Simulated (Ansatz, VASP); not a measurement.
# Two plane-wave programs on Pt

INCAR

```
SYSTEM = Pt
ALGO = Normal ; EDIFF = 1E-6
ENCUT = 520 ; GGA = CA
ISIF = 2 ; ISMEAR = 0
LASPH = .True. ; LCHARG = .False.
LREAL = .False. ; LWAVE = .False.
NBANDS = 11 ; NELM = 100
PREC = Accurate ; SIGMA = 0.15
```

Contents of KPOINTS:

```
k-points
0
Gamma
  22 22 22
  0 0 0
```

POSCAR

```
Pt
1.0
    0.0000000000      1.9872462940      1.7563282746
    1.9872462940      0.0000000000      1.7563282746
    1.9872462940      1.9872462940      0.0000000000
Pt
1
Direct
    0.0000000000      0.0000000000      0.0000000000
```

Input for Ansatz:

```yaml
crystal:
  lattice:
    - [0.0, 1.987246294, 1.7563282746]
    - [1.987246294, 0.0, 1.7563282746]
    - [1.987246294, 1.987246294, 0.0]
  atoms:
    - { symbol: Pt, position: [0.0, 0.0, 0.0] }
basis:
  ecutwfc: 420
kpoints:
  mp_grid: { grid: [22, 22, 22] }
hamiltonian:
  xc: lda
scf:
  occupations: { method: gaussian, width: 0.15 }
output:
  forces: true
  stress: true
  eigenvalues: true
```

Alike in both runs: task single point; functional LDA; k mesh 22 × 22 × 22; occupations gaussian, width 0.15 eV; no spin polarisation.

```csv
,VASP,Ansatz
version,VASP 6.6.1,Ansatz 0.2.0
potentials or method,"VASP PAW LDA potentials, release 64 (Pt), cutoff 520 eV","scalar-relativistic, plane waves, PAW"
valence electrons in the cell,10,18
```

|  | VASP | Ansatz | Ansatz less VASP |
| --- | --- | --- | --- |
| gap on the k mesh at the Fermi level (eV) | none | none | - |
| pressure (GPa) | 24.9 | 23.8 | -1.04 |
| traceless stress, the component that is largest in VASP (GPa) | 6.41 | 6.37 | -0.048 |

LDA's correlation is that of Perdew and Zunger in VASP and of Perdew and Wang (1992) in Ansatz. A gap of «none» marks a metal or a gap that the smearing closes. VASP's potentials hold 10 valence electrons a cell and Ansatz's 18, so a difference there can come from the potentials and not from the codes.

Spin-orbit coupling is off throughout.
